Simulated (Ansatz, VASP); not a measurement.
## Ti4O3 in VASP and in Ansatz

File INCAR:

```
PREC = Accurate ; ENCUT = 520
EDIFF = 1E-7 ; ISMEAR = 0
SIGMA = 0.15 ; LREAL = False
LASPH = True ; NELM = 60
ALGO = Normal ; ISIF = 2
LWAVE = False ; LCHARG = False
GGA = PS ; NBANDS = 42
```

Contents of KPOINTS:

```
regular mesh
0
Gamma
  14 14 14
```

File POSCAR:

```
Ti4O3
1.0
   -2.1058699563      2.1058699563      4.1040194542
    2.1058699563     -2.1058699563      4.1040194542
    2.1058699563      2.1058699563     -4.1040194542
Ti O
4 3
Direct
    0.0000000000      0.5000000000      0.5000000000
    0.2598824932      0.2598824932      0.0000000000
    0.5000000000      0.0000000000      0.5000000000
    0.7401175068      0.7401175068      0.0000000000
    0.7500000000      0.2500000000      0.5000000000
    0.0000000000      0.0000000000      0.0000000000
    0.2500000000      0.7500000000      0.5000000000
```

Input for Ansatz:

```yaml
crystal:
  lattice:
    - [-2.1058699563, 2.1058699563, 4.1040194542]
    - [2.1058699563, -2.1058699563, 4.1040194542]
    - [2.1058699563, 2.1058699563, -4.1040194542]
  atoms:
    - { symbol: Ti, position: [0.0, 0.5, 0.5] }
    - { symbol: Ti, position: [0.2598824932, 0.2598824932, 0.0] }
    - { symbol: Ti, position: [0.5, 0.0, 0.5] }
    - { symbol: Ti, position: [0.7401175068, 0.7401175068, 0.0] }
    - { symbol: O, position: [0.75, 0.25, 0.5] }
    - { symbol: O, position: [0.0, 0.0, 0.0] }
    - { symbol: O, position: [0.25, 0.75, 0.5] }
basis:
  ecutwfc: 420
kpoints:
  mp_grid: { grid: [14, 14, 14] }
hamiltonian:
  xc: pbesol
scf:
  occupations: { method: gaussian, width: 0.15 }
output:
  forces: true
  stress: true
  eigenvalues: true
```

Alike in both runs: task single point; functional PBEsol; k mesh 14 × 14 × 14; occupations gaussian, width 0.15 eV; no spin polarisation.

|  | VASP | Ansatz |
| --- | --- | --- |
| version | VASP 6.6.1 | Ansatz 0.2.0 |
| potentials or method | VASP PAW PBE potentials, release 64 (Ti_sv, O), cutoff 520 eV | scalar-relativistic, plane waves, PAW |
| valence electrons in the cell | 66 | 66 |

```csv
,VASP,Ansatz,Ansatz less VASP
gap on the k mesh at the Fermi level (eV),none,none,-
pressure (GPa),0.6,0.0,-0.61
"traceless stress, the component that is largest in VASP (GPa)",0.17,0.12,-0.057
rms of the force components (eV/Å),0.006,0.001,-0.0054
```

VASP's potentials were made for PBE, not for PBEsol. Atom by atom the forces differ by 0.007 eV/Å (rms over components). A gap of «none» marks a metal or a gap that the smearing closes.
